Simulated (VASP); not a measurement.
Input of a VASP 6.6.1 run:

The input INCAR:

```
SYSTEM = SnO2
  PREC = Accurate
  ENCUT = 520
  EDIFF = 1E-6
  ISMEAR = 0
  SIGMA = 0.05
  LREAL = .False.
  LASPH = .True.
  NELM = 60
  ALGO = Normal
  ISIF = 2
  LWAVE = .False.
  LCHARG = .False.
  NBANDS = 35
```

The input KPOINTS:

```
Automatic mesh
0
Gamma
  10 10 10
  0 0 0
```

POSCAR

```
SnO2
1.0
   -1.8690039238      1.8690039238      5.7480375431
    1.8690039238     -1.8690039238      5.7480375431
    1.8690039238      1.8690039238     -5.7480375431
Sn O
2 4
Direct
    0.7500000000      0.2500000000      0.5000000000
    0.0000000000      0.0000000000      0.0000000000
    0.7969975836      0.7969975836      0.0000000000
    0.9530024164      0.4530024164      0.5000000000
    0.2030024164      0.2030024164      0.0000000000
    0.5469975836      0.0469975836      0.5000000000
```

Potentials or basis: VASP PAW LDA potentials, release 64 (Sn_d, O).

The run is started by

```console
$ cat potpaw_LDA.64/Sn_d/POTCAR potpaw_LDA.64/O/POTCAR > POTCAR
$ mpirun -np 1 vasp_std > vasp.out
```

**Question.** Estimate the pressure.

**Answer.** 5.6 GPa.

**Question.** What does it give for the band gap on the k mesh?

**Answer.** 1.52 eV (least direct gap 1.90 eV).

**Question.** Estimate the largest force.

**Answer.** 1.473 eV/Å.

Stress tensor (GPa, compression positive):
```
 14.72   0.00   0.00
  0.00  14.72   0.00
  0.00   0.00 -12.57
```

Caveat: the cell stands under pressure; spin-orbit coupling is left out, which moves the levels of the heavy elements; forces of over 1 eV/Å act on the atoms, so gaps and moduli don't describe the material at rest. A k mesh can miss the band edges.
